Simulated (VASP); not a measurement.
Here is a VASP 6.6.1 calculation.

INCAR

```
PREC     = Accurate       # precision mode
ENCUT    = 910            # plane-wave cutoff, eV
EDIFF    = 1E-6           # SCF threshold, eV
ISMEAR   = -1             # smearing method
SIGMA    = 0.1            # smearing width, eV
LREAL    = F              # projectors in reciprocal space
LASPH    = T              # aspherical terms in the spheres
NELM     = 120            # most SCF steps
ALGO     = Normal         # electronic algorithm
ISIF     = 2              # what is computed and relaxed
LWAVE    = F              # write WAVECAR
LCHARG   = F              # write CHGCAR
GGA      = PS             # functional
NBANDS   = 16             # bands
GGA_COMPAT= F
```

KPOINTS

```
regular mesh
0
Gamma
  10 10 9
```

File POSCAR:

```
WC
1.0
    2.8994685014      0.0000000000      0.0000000000
   -1.4497342507      2.5110133797      0.0000000000
    0.0000000000      0.0000000000      2.8261058560
W C
1 1
Direct
    0.0000000000      0.0000000000      0.0000000000
    0.6666666667      0.3333333333      0.5000000000
```

Potentials or basis: VASP PAW PBE potentials, release 64 (W_sv, C_h).

Launch:

```sh
$ cat potpaw_PBE.64/W_sv/POTCAR potpaw_PBE.64/C_h/POTCAR > POTCAR
$ mpirun -np 1 vasp_std > vasp.out
```

(1) Estimate the band gap on the k mesh.

(2) Predict the pressure.

Results:

(1) zero (band 9 reaches 12.07 eV, above the bottom of band 10 at 10.83 eV).

(2) 1.2 GPa.

Caveat: the cutoff is under 1.25 times the usual one of these potentials, so pressure, stress and relaxed cells hold a basis-set (Pulay) error; the PAW data sets were made with another functional, which shifts forces and pressure a little; spin-orbit coupling is left out, which moves the levels of the heavy elements.
